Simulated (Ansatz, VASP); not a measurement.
## Two plane-wave programs on AlN

```
Al N
1.0
     3.16751    0.00000    0.00000
    -1.58376    2.74315    0.00000
     0.00000    0.00000    5.07578
Al N
2 2
Direct
  0.33333 0.66667 0.99919
  0.66667 0.33333 0.49919
  0.33333 0.66667 0.38081
  0.66667 0.33333 0.88081
```

Alike in both runs: task relaxation of the atoms; functional r2SCAN; k mesh 12 × 12 × 6; occupations fermi-dirac, width 0.02 eV; no spin polarisation.

|  | VASP | Ansatz |
| --- | --- | --- |
| version | VASP 6.6.1 | Ansatz 0.2.0 |
| potentials or method | VASP PAW PBE potentials, release 64 (Al, N), cutoff 520 eV | PAW plane waves |
| valence electrons in the cell | 16 | 16 |

```csv
,VASP,Ansatz,Ansatz less VASP
"gap on the k mesh at the Fermi level, each at its own relaxed structure (eV)",4.40,4.35,-0.044
```

VASP's potentials were made for PBE, not for r2SCAN. Ansatz's warnings: stress scf threshold loose.
